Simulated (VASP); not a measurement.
Set up this calculation in VASP 6.6.1, as the native input.

* Task: single point
* Functional: r2SCAN
* Potentials or basis: VASP PAW PBE potentials, release 64 (Ag)
* Cutoff: 520 eV
* k mesh: 11 × 11 × 3
* Occupations: fermi-dirac, width 0.05 eV
* Spin: no spin polarisation
* Dipole correction: no
* Further INCAR settings: ALGO = Normal; EDIFF = 1e-06; NBANDS = 30

The system is Ag.

```
Ag
1.0
     2.82728    0.00000    0.00000
    -1.41364    2.44850    0.00000
     0.00000    0.00000    9.79586
Ag
4
Direct
  0.00000 0.00000 0.50000
  0.00000 0.00000 0.00000
  0.66667 0.33333 0.75000
  0.33333 0.66667 0.25000
```

This isn't the form of Ag at room conditions, which is fcc.

These files were run (other wordings do the same):

POSCAR

```
Ag
1.0
    2.8272814270      0.0000000000      0.0000000000
   -1.4136407135      2.4484975394      0.0000000000
    0.0000000000      0.0000000000      9.7958610872
Ag
4
Direct
    0.0000000000      0.0000000000      0.5000000000
    0.0000000000      0.0000000000      0.0000000000
    0.6666666667      0.3333333333      0.7500000000
    0.3333333333      0.6666666667      0.2500000000
```

INCAR.step1

```
PREC     = Accurate       # precision mode
ENCUT    = 520            # plane-wave cutoff, eV
ISMEAR   = -1             # smearing method
SIGMA    = 0.05           # smearing width, eV
LREAL    = F              # projectors in reciprocal space
LASPH    = T              # aspherical terms in the spheres
NELM     = 100            # most SCF steps
NBANDS   = 30             # bands
GGA      = PE             # functional
ALGO     = Normal         # electronic algorithm
EDIFF    = 1E-4           # SCF threshold, eV
LWAVE    = T              # write WAVECAR
LCHARG   = F              # write CHGCAR
```

INCAR.step2

```
PREC     = Accurate       # precision mode
ENCUT    = 520            # plane-wave cutoff, eV
EDIFF    = 1E-6           # SCF threshold, eV
ISMEAR   = -1             # smearing method
SIGMA    = 0.05           # smearing width, eV
LREAL    = F              # projectors in reciprocal space
LASPH    = T              # aspherical terms in the spheres
NELM     = 100            # most SCF steps
ALGO     = Normal         # electronic algorithm
ISIF     = 2              # what is computed and relaxed
LWAVE    = F              # write WAVECAR
LCHARG   = F              # write CHGCAR
METAGGA  = R2SCAN         # meta-GGA
LMIXTAU  = T            
NBANDS   = 30             # bands
ISTART   = 1
```

KPOINTS

```
regular mesh
0
Gamma
  11 11 3
```

Potentials or basis: VASP PAW PBE potentials, release 64 (Ag).

Launch:

```sh
$ cat potpaw_PBE.64/Ag/POTCAR > POTCAR
$ cp INCAR.step1 INCAR
$ mpirun -np 1 vasp_std > vasp.out
$ cp INCAR.step2 INCAR
$ mpirun -np 1 vasp_std > vasp.out
```

Results of the run:

* Pressure: 2.8 GPa
* Band gap on the k mesh: zero (bands 22 and 23 overlap by 6.56 eV)

Caveat: the PAW data sets were made with another functional, which shifts forces and pressure a little.

It took 2.3 min on 1 thread of Intel(R) Xeon(R) 6975P-C (Granite Rapids), with other jobs on the host, peak memory 0.22 GiB.
